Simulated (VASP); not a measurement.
# TiN (Fm-3m) in VASP: further runs

Runs on TiN. Level: r2SCAN. Tasks: single point.

Everything below comes from runs of VASP 6.6.1. Logs are shortened: lines on timing, memory, paths and dates and some standing lists are left out, and cuts for length are marked.

**1. The cell of the first run**

The structure is cubic, space group Fm-3m (No. 225). The conventional cell has a = 4.233 Å, b = 4.233 Å, c = 4.233 Å, α = 90.00°, β = 90.00°, γ = 90.00°. Within 2.8 Å of Ti (site symmetry m-3m) lie 6 N at 2.12 Å. Within 2.8 Å of N (site symmetry m-3m) lie 6 Ti at 2.12 Å.

**2. Single point, r2SCAN, collinear spin, ferromagnetic start**

POSCAR reads:

```
TiN
1.0
    0.0000000000      2.1162573850      2.1162573850
    2.1162573850      0.0000000000      2.1162573850
    2.1162573850      2.1162573850      0.0000000000
Ti N
1 1
Direct
    0.5000000000      0.5000000000      0.5000000000
    0.0000000000      0.0000000000      0.0000000000
```

INCAR.step1 reads:

```
SYSTEM = TiN
PREC     = Accurate       ! precision mode
ENCUT    = 520            ! plane-wave cutoff, eV
ISMEAR   = 0              ! smearing method
SIGMA    = 0.05           ! smearing width, eV
LREAL    = .FALSE.        ! projectors in reciprocal space
LASPH    = .TRUE.         ! aspherical terms in the spheres
NELM     = 150            ! most SCF steps
ISPIN    = 2              ! spin polarisation
MAGMOM   = 0.05 0         ! initial moments
LMAXMIX  = 4              ! l up to which the mixer works
NBANDS   = 20             ! bands
GGA      = PE             ! functional
ALGO     = Normal         ! electronic algorithm
EDIFF    = 1E-4           ! SCF threshold, eV
LWAVE    = .TRUE.         ! write WAVECAR
LCHARG   = .FALSE.        ! write CHGCAR
```

INCAR.step2 reads:

```
SYSTEM = TiN
PREC     = Accurate       ! precision mode
ENCUT    = 520            ! plane-wave cutoff, eV
EDIFF    = 1E-6           ! SCF threshold, eV
ISMEAR   = 0              ! smearing method
SIGMA    = 0.05           ! smearing width, eV
LREAL    = .FALSE.        ! projectors in reciprocal space
LASPH    = .TRUE.         ! aspherical terms in the spheres
NELM     = 150            ! most SCF steps
ALGO     = Normal         ! electronic algorithm
ISIF     = 2              ! what is computed and relaxed
LWAVE    = .FALSE.        ! write WAVECAR
LCHARG   = .TRUE.         ! write CHGCAR
ISPIN    = 2              ! spin polarisation
MAGMOM   = 0.05 0         ! initial moments
LORBIT   = 11             ! projections on sites
LMAXMIX  = 4              ! l up to which the mixer works
METAGGA  = R2SCAN         ! meta-GGA
LMIXTAU  = .TRUE.       
LELF     = .TRUE.         ! ELF
LVHAR    = .TRUE.       
NBANDS   = 20             ! bands
ISTART   = 1
```

KPOINTS reads:

```
regular mesh
0
G
  14 14 14
  0 0 0
```

Potentials or basis: VASP PAW PBE potentials, release 64 (Ti_sv, N).

Launch:

```
$ cat potpaw_PBE.64/Ti_sv/POTCAR potpaw_PBE.64/N/POTCAR > POTCAR
$ cp INCAR.step1 INCAR
$ mpirun -np 1 vasp_std > vasp.out
$ cp INCAR.step2 INCAR
$ mpirun -np 1 vasp_std > vasp.out
```

OUTCAR:

```text
SYSTEM = TiN
   PREC = Accurate
   ENCUT = 520
   EDIFF = 1E-6
   ISMEAR = 0
   LREAL = .FALSE.
   LASPH = .TRUE.
   NELM = 150
   ISIF = 2
   ISPIN = 2
   LORBIT = 11
   METAGGA = R2SCAN
   ISTART = 1

 ion  position               nearest neighbor table
   1  0.500  0.500  0.500-   2 2.12   2 2.12   2 2.12   2 2.12   2 2.12   2 2.12
   2  0.000  0.000  0.000-   1 2.12   1 2.12   1 2.12   1 2.12   1 2.12   1 2.12

  LATTYP: Found a face centered cubic cell.
 ALAT       =     4.2325147700

  Lattice vectors:

 A1 = (   0.0000000000,   2.1162573850,   2.1162573850)
 A2 = (   2.1162573850,   0.0000000000,   2.1162573850)
 A3 = (   2.1162573850,   2.1162573850,   0.0000000000)

Analysis of symmetry for initial positions (statically):
=====================================================================
 Subroutine PRICEL returns:
 Original cell was already a primitive cell.

 Routine SETGRP: Setting up the symmetry group for a
 face centered cubic supercell.

 Subroutine GETGRP returns: Found 48 space group operations
 (whereof 48 operations were pure point group operations)
 out of a pool of 48 trial point group operations.

The static configuration has the point symmetry O_h .

Analysis of symmetry for dynamics (positions and initial velocities):
=====================================================================
 Subroutine PRICEL returns:
 Original cell was already a primitive cell.

 Routine SETGRP: Setting up the symmetry group for a
 face centered cubic supercell.

 Subroutine GETGRP returns: Found 48 space group operations
 (whereof 48 operations were pure point group operations)
 out of a pool of 48 trial point group operations.

The dynamic configuration has the point symmetry O_h .

Analysis of structural, dynamic, and magnetic symmetry:
=====================================================================
 Subroutine PRICEL returns:
 Original cell was already a primitive cell.

 Routine SETGRP: Setting up the symmetry group for a
 face centered cubic supercell.

 Subroutine GETGRP returns: Found 48 space group operations
 (whereof 48 operations were pure point group operations)
 out of a pool of 48 trial point group operations.

The overall configuration has the point symmetry O_h .

 Subroutine INISYM returns: Found 48 space group operations
 (whereof 48 operations are pure point group operations),
 and found     1 'primitive' translations

[... 110 lines left out ...]
   EFERMI_NEDOS =   21; number of points for ismear=-14 and -15
   IALGO  =     38    algorithm
   IMIX   =      4    mixing-type and parameters
     AMIX     =   0.40;   BMIX     =  1.00
     AMIX_MAG =   1.60;   BMIX_MAG =  1.00
  volume/ion in A,a.u.               =       9.48        63.96
  Fermi-wavevector in a.u.,A,eV,Ry     =   1.578747  2.983400 33.911751  2.492443
  Thomas-Fermi vector in A             =   2.679231
   LORBIT       =     11    0 simple, 1 ext, 2 COOP (PROOUT), +10 PAW based schemes
   METAGGA = R2SCAN    functional components
   LHFCALC =     F    Hartree Fock is set to
   AEXX    =    0.0000 exact exchange contribution
   IVDW    =     0    specifies the selected vdW correction
   LEPSILON=     F    determine dielectric tensor
   LRPA    =     F    only Hartree local field effects (RPA)
 spin polarized calculation
 Gauss-broadening in eV      SIGMA  =   0.05
  energy-cutoff  :      520.00
  volume of cell :       18.96
 maximum number of plane-waves:       533
 NGX is ok and might be reduce to    24
   NGX = 11   NGY = 11   NGZ = 11

 number of electron      17.0000001 magnetization       0.0000040

 number of electron      17.0000001 magnetization      -0.0000004

 Free energy of the ion-electron system (eV)
  ---------------------------------------------------
  ext. energy  EPLUGINS =         0.00000000
  ---------------------------------------------------
  free energy    TOTEN  =       -26.01219020 eV

  energy without entropy =      -26.01057979  energy(sigma->0) =      -26.01138499

 E-fermi :  11.7540     XC(G=0): -13.9168

 val. band max:       11.7489469012   @ k =   0.2857   0.0714   0.0000
 cond. band min:      11.7672360514   @ k =   0.5000   0.2857   0.1429
 fundamental gap:      0.0182891502
 Fermi energy:        11.7539562297

 spin component 1

 k-point     1 :       0.0000    0.0000    0.0000
  band No.  band energies     occupation
      1     -48.6173      1.00000
      2     -23.5495      1.00000
      3     -23.5495      1.00000
      4     -23.5495      1.00000
      5      -6.5582      1.00000
      6       9.3496      1.00000
[... 541 lines left out ...]
     19      35.5061      0.00000
     20      38.9971      0.00000

 [... further k-points ...]

 spin component 2

 k-point     1 :       0.0000    0.0000    0.0000
  band No.  band energies     occupation
      1     -48.6173      1.00000
      2     -23.5495      1.00000
      3     -23.5495      1.00000
      4     -23.5495      1.00000
      5      -6.5582      1.00000
      6       9.3496      1.00000
[... 541 lines left out ...]
     19      35.5061      0.00000
     20      38.9971      0.00000

 [... further k-points ...]
[... 5 lines left out ...]
  --------------------------------------------------------------------------------------
  -------------------------------------------------------------------------------------
  Total        0.1837282      0.1837282      0.1837282      0.0000000      0.0000000      0.0000000
  in kB       15.5292704     15.5292704     15.5292704      0.0000000      0.0000000      0.0000000
  external PRESSURE =      15.5292704 kB  Pullay stress =       0.0000000 kB

 VOLUME and BASIS-vectors are now :
 -----------------------------------------------------------------------------
  energy-cutoff  :      520.00
  volume of cell :       18.96
      direct lattice vectors                 reciprocal lattice vectors
     0.000000000  2.116257385  2.116257385    -0.236266157  0.236266157  0.236266157
     2.116257385  0.000000000  2.116257385     0.236266157 -0.236266157  0.236266157
     2.116257385  2.116257385  0.000000000     0.236266157  0.236266157 -0.236266157

 POSITION                                       TOTAL-FORCE (eV/Angst)
 -----------------------------------------------------------------------------------
      2.11626      2.11626      2.11626         0.000000     -0.000000      0.000000
      0.00000      0.00000      0.00000        -0.000000      0.000000     -0.000000
 -----------------------------------------------------------------------------------
    total drift:                                0.000000     -0.000000      0.000000

  FREE ENERGIE OF THE ION-ELECTRON SYSTEM (eV)
  ---------------------------------------------------
  free  energy   TOTEN  =       -26.0121901957 eV

  energy  without entropy=      -26.0105797880  energy(sigma->0) =      -26.01138499

 total charge

# of ion       s       p       d       tot
------------------------------------------
    1        2.181   6.233   1.941  10.355
    2        1.256   2.546   0.000   3.802
--------------------------------------------------
tot          3.437   8.779   1.941  14.157

 magnetization (x)

# of ion       s       p       d       tot
------------------------------------------
    1       -0.000   0.000  -0.000  -0.000
    2       -0.000  -0.000   0.000  -0.000
--------------------------------------------------
tot         -0.000  -0.000  -0.000  -0.000
```

Run time: 4 min. Hardware: 1 thread of AMD EPYC 9R45 (Zen 5), shared host; peak memory 0.17 GiB.

What came out:

```
Free energy                                           : -26.0122 eV
Pressure                                              : 1.6 GPa
Net moment                                            : 0.00 μB per cell
Valence electrons inside the program's atomic spheres : Ti 10.36; N 3.80
```

Caveat: the PAW data sets were made with another functional, which shifts forces and pressure a little.

**3. Single point, r2SCAN, collinear spin, ferromagnetic start**

POSCAR is that of step 2.

INCAR.step1 reads:

```
ALGO = Normal
EDIFF = 1E-4
ENCUT = 520
GGA = PE
ISMEAR = 0
ISPIN = 2
LASPH = True
LCHARG = False
LMAXMIX = 4
LREAL = False
LWAVE = True
MAGMOM = 0.5 0
NBANDS = 20
NELM = 150
PREC = Accurate
SIGMA = 0.05
```

INCAR.step2 reads:

```
ALGO = Normal
EDIFF = 1E-6
ENCUT = 520
ISIF = 2
ISMEAR = 0
ISPIN = 2
ISTART = 1
LASPH = True
LCHARG = False
LMAXMIX = 4
LMIXTAU = True
LORBIT = 11
LREAL = False
LWAVE = False
MAGMOM = 0.5 0
METAGGA = R2SCAN
NBANDS = 20
NELM = 150
PREC = Accurate
SIGMA = 0.05
```

KPOINTS reads:

```
k-points
0
Gamma
  14 14 14
```

Potentials or basis: VASP PAW PBE potentials, release 64 (Ti_sv, N).

Launch:

```
$ cat potpaw_PBE.64/Ti_sv/POTCAR potpaw_PBE.64/N/POTCAR > POTCAR
$ cp INCAR.step1 INCAR
$ mpirun -np 1 vasp_std > vasp.out
$ cp INCAR.step2 INCAR
$ mpirun -np 1 vasp_std > vasp.out
```

OUTCAR:

```text
EDIFF = 1E-6
   ENCUT = 520
   ISIF = 2
   ISMEAR = 0
   ISPIN = 2
   ISTART = 1
   LASPH = True
   LORBIT = 11
   LREAL = False
   METAGGA = R2SCAN
   NELM = 150
   PREC = Accurate

 ion  position               nearest neighbor table
   1  0.500  0.500  0.500-   2 2.12   2 2.12   2 2.12   2 2.12   2 2.12   2 2.12
   2  0.000  0.000  0.000-   1 2.12   1 2.12   1 2.12   1 2.12   1 2.12   1 2.12

  LATTYP: Found a face centered cubic cell.
 ALAT       =     4.2325147700

  Lattice vectors:

[... 1322 lines left out ...]
  external PRESSURE =      15.5477733 kB  Pullay stress =       0.0000000 kB

 VOLUME and BASIS-vectors are now :
 -----------------------------------------------------------------------------
  energy-cutoff  :      520.00
  volume of cell :       18.96
      direct lattice vectors                 reciprocal lattice vectors
     0.000000000  2.116257385  2.116257385    -0.236266157  0.236266157  0.236266157
     2.116257385  0.000000000  2.116257385     0.236266157 -0.236266157  0.236266157
     2.116257385  2.116257385  0.000000000     0.236266157  0.236266157 -0.236266157

 POSITION                                       TOTAL-FORCE (eV/Angst)
 -----------------------------------------------------------------------------------
      2.11626      2.11626      2.11626        -0.000000      0.000000      0.000000
      0.00000      0.00000      0.00000         0.000000     -0.000000     -0.000000
 -----------------------------------------------------------------------------------
    total drift:                                0.000000     -0.000000      0.000000

  FREE ENERGIE OF THE ION-ELECTRON SYSTEM (eV)
  ---------------------------------------------------
  free  energy   TOTEN  =       -26.0121903375 eV

  energy  without entropy=      -26.0105799303  energy(sigma->0) =      -26.01138513

 total charge

# of ion       s       p       d       tot
------------------------------------------
    1        2.181   6.233   1.941  10.355
    2        1.256   2.546   0.000   3.802
--------------------------------------------------
tot          3.437   8.779   1.941  14.157

 magnetization (x)

# of ion       s       p       d       tot
------------------------------------------
    1       -0.000   0.000  -0.000  -0.000
    2       -0.000  -0.000   0.000  -0.000
--------------------------------------------------
tot         -0.000  -0.000  -0.000  -0.000
```

OSZICAR.step1:

```text
N       E                     dE             d eps       ncg     rms          rms(c)
DAV:   1     0.142767780727E+03    0.14277E+03   -0.77624E+03  8344   0.103E+03
DAV:   2    -0.134668416463E+02   -0.15623E+03   -0.14457E+03  8500   0.299E+02
DAV:   3    -0.243546515771E+02   -0.10888E+02   -0.10658E+02 11520   0.761E+01
DAV:   4    -0.247489425535E+02   -0.39429E+00   -0.39320E+00  9544   0.118E+01
DAV:   5    -0.247550303572E+02   -0.60878E-02   -0.60876E-02  9524   0.136E+00    0.187E+01
DAV:   6    -0.200112228455E+02    0.47438E+01   -0.81103E+00 11908   0.429E+01    0.702E+00
DAV:   7    -0.196699957412E+02    0.34123E+00   -0.12951E+00 10016   0.129E+01    0.510E+00
DAV:   8    -0.198328939351E+02   -0.16290E+00   -0.66754E-01 12012   0.113E+01    0.528E+00
DAV:   9    -0.196381433655E+02    0.19475E+00   -0.21990E-01 10256   0.674E+00    0.124E+00
DAV:  10    -0.196340358415E+02    0.41075E-02   -0.16813E-02 10440   0.127E+00    0.461E-01
DAV:  11    -0.196323408845E+02    0.16950E-02   -0.14563E-03 10600   0.500E-01    0.190E-01
DAV:  12    -0.196321454003E+02    0.19548E-03   -0.35703E-04  9516   0.199E-01    0.682E-02
DAV:  13    -0.196321445306E+02    0.86978E-06   -0.37768E-05  4444   0.602E-02
   1 F= -.19632145E+02 E0= -.19631375E+02  d E =-.153883E-02  mag=     0.0001
```

Wall time 3.9 min (1 thread of AMD EPYC 9R45 (Zen 5), shared host); peak memory 0.17 GiB.

What came out:

- Free energy: -26.0122 eV
- Pressure: 1.6 GPa
- Net moment: 0.00 μB per cell
- Valence electrons inside the program's atomic spheres: Ti 10.36; N 3.80

Levels at points of the mesh, in eV from the Fermi level:
Spin up:
```tsv
k point	band 6	band 7	band 8	band 9	band 10	band 11	band 12	band 13
(0.00, 0.00, 0.00)	-2.40	-2.40	-2.40	-0.64	-0.64	-0.64	0.58	0.58
(0.50, 0.00, 0.00)	-8.56	-5.96	-5.96	1.74	1.74	2.45	5.97	5.97
(0.50, 0.50, 0.00)	-6.30	-3.64	-3.64	-3.14	1.67	2.45	2.45	3.73
```
Spin down:
```csv
k point,band 5,band 6,band 7,band 8,band 9,band 10,band 11,band 12,band 13,band 14
"(0.00, 0.00, 0.00)",-18.31,-2.40,-2.40,-2.40,-0.64,-0.64,-0.64,0.58,0.58,5.92
"(0.50, 0.00, 0.00)",-15.85,-8.56,-5.96,-5.96,1.74,1.74,2.45,5.97,5.97,6.47
"(0.50, 0.50, 0.00)",-16.95,-6.30,-3.64,-3.64,-3.14,1.67,2.45,2.45,3.73,11.24
```

Caveat: the PAW data sets were made with another functional, which shifts forces and pressure a little.

**4. Single point, r2SCAN, collinear spin, ferromagnetic start**

POSCAR is that of step 3.

INCAR.step1 reads:

```
ALGO = Normal ; EDIFF = 1E-4
ENCUT = 520 ; GGA = PE
ISMEAR = 0 ; ISPIN = 2
LASPH = True ; LCHARG = False
LMAXMIX = 4 ; LREAL = False
LWAVE = True ; MAGMOM = 1 0
NBANDS = 20 ; NELM = 150
PREC = Accurate ; SIGMA = 0.05
```

INCAR.step2 reads:

```
ALGO = Normal ; EDIFF = 1E-6
ENCUT = 520 ; ISIF = 2
ISMEAR = 0 ; ISPIN = 2
ISTART = 1 ; LASPH = True
LCHARG = False ; LMAXMIX = 4
LMIXTAU = True ; LORBIT = 11
LREAL = False ; LWAVE = False
MAGMOM = 1 0 ; METAGGA = R2SCAN
NBANDS = 20 ; NELM = 150
PREC = Accurate ; SIGMA = 0.05
```

KPOINTS is that of step 3.

Launch:

```
$ cat potpaw_PBE.64/Ti_sv/POTCAR potpaw_PBE.64/N/POTCAR > POTCAR
$ cp INCAR.step1 INCAR
$ mpirun -np 1 vasp_std > vasp.out
$ cp INCAR.step2 INCAR
$ mpirun -np 1 vasp_std > vasp.out
```

Run time: 3.9 min. Hardware: 1 thread of AMD EPYC 9R45 (Zen 5), shared host; peak memory 0.17 GiB.

Results (log left out):

```yaml
Free_energy: -26.0122 eV
Pressure: 1.6 GPa
Net_moment: 0.00 μB per cell
Valence_electrons_inside_the_program's_atomic_spheres: Ti 10.36; N 3.80
```

Levels at points of the mesh, in eV from the Fermi level:
Spin up:
```
           k point  band 7  band 8  band 9  band 10  band 11  band 12
(0.00, 0.00, 0.00)   -2.40   -2.40   -0.64    -0.64    -0.64     0.58
(0.50, 0.00, 0.00)   -5.96   -5.96    1.74     1.74     2.45     5.97
(0.50, 0.50, 0.00)   -3.64   -3.64   -3.13     1.67     2.45     2.45
```
Spin down:
```
           k point  band 5  band 6  band 7  band 8  band 9  band 10  band 11  band 12  band 13  band 14
(0.00, 0.00, 0.00)  -18.31   -2.40   -2.40   -2.40   -0.64    -0.64    -0.64     0.58     0.58     5.92
(0.50, 0.00, 0.00)  -15.85   -8.56   -5.96   -5.96    1.74     1.74     2.45     5.97     5.97     6.47
(0.50, 0.50, 0.00)  -16.95   -6.30   -3.64   -3.64   -3.13     1.67     2.45     2.45     3.73    11.23
```

Caveat: the PAW data sets were made with another functional, which shifts forces and pressure a little.
